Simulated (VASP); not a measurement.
Ag, 1 atom in the cell. The structure is cubic, space group Im-3m (No. 229). Conventional cell: a = 3.311 Å, b = 3.311 Å, c = 3.311 Å, α = 90.00°, β = 90.00°, γ = 90.00°. Within 3.8 Å of Ag (site symmetry m-3m) lie 14 Ag at 2.87 to 3.31 Å. 

```yaml
Program: VASP 6.6.1
Task: single point
Functional: r2SCAN
Potentials_or_basis: VASP PAW PBE potentials, release 64 (Ag)
Cutoff: 520 eV
k_mesh: 15 × 15 × 15
Occupations: fermi-dirac, width 0.1 eV
Spin: no spin polarisation
Dipole_correction: no
Further_INCAR_settings: ALGO = Normal; EDIFF = 1e-06; NBANDS = 12
```

Potentials or basis: VASP PAW PBE potentials, release 64 (Ag).

The run is started by

```bash
$ cat potpaw_PBE.64/Ag/POTCAR > POTCAR
$ cp INCAR.step1 INCAR
$ mpirun -np 1 vasp_std > vasp.out
$ cp INCAR.step2 INCAR
$ mpirun -np 1 vasp_std > vasp.out
```

Hardware: 1 thread of Intel(R) Xeon(R) 6975P-C (Granite Rapids) (shared host).

Problem. Estimate the wall time of this run.

Solution. It took 27 s on 1 thread of Intel(R) Xeon(R) 6975P-C (Granite Rapids), on a shared host, peak memory 0.15 GiB. Counts: k points 120.
